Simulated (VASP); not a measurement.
Here is a VASP 6.6.1 calculation.

Contents of INCAR:

```
SYSTEM = CuAs
PREC = Accurate ; ENCUT = 520
EDIFF = 1E-7 ; ISMEAR = 0
SIGMA = 0.15 ; LREAL = .FALSE.
LASPH = .TRUE. ; NELM = 60
ALGO = Normal ; ISIF = 2
LWAVE = .FALSE. ; LCHARG = .FALSE.
GGA = CA ; NBANDS = 24
```

The input KPOINTS:

```
regular mesh
0
G
  15 15 10
  0 0 0
```

File POSCAR:

```
CuAs
1.0
    3.6369900124      0.0000000000      0.0000000000
   -1.8184950062      3.1497257440      0.0000000000
    0.0000000000      0.0000000000      4.9670372599
Cu As
2 2
Direct
    0.0000000000      0.0000000000      0.5000000000
    0.0000000000      0.0000000000      0.0000000000
    0.6666666667      0.3333333333      0.7500000000
    0.3333333333      0.6666666667      0.2500000000
```

Potentials or basis: VASP PAW LDA potentials, release 64 (Cu, As).

Launch:

```bash
$ cat potpaw_LDA.64/Cu/POTCAR potpaw_LDA.64/As/POTCAR > POTCAR
$ mpirun -np 1 vasp_std > vasp.out
```

(1) Estimate the pressure.

(2) Predict the band gap on the k mesh.

Results:

(1) 8.8 GPa.

(2) zero (band 16 reaches 9.65 eV, above the bottom of band 17 at 7.00 eV).
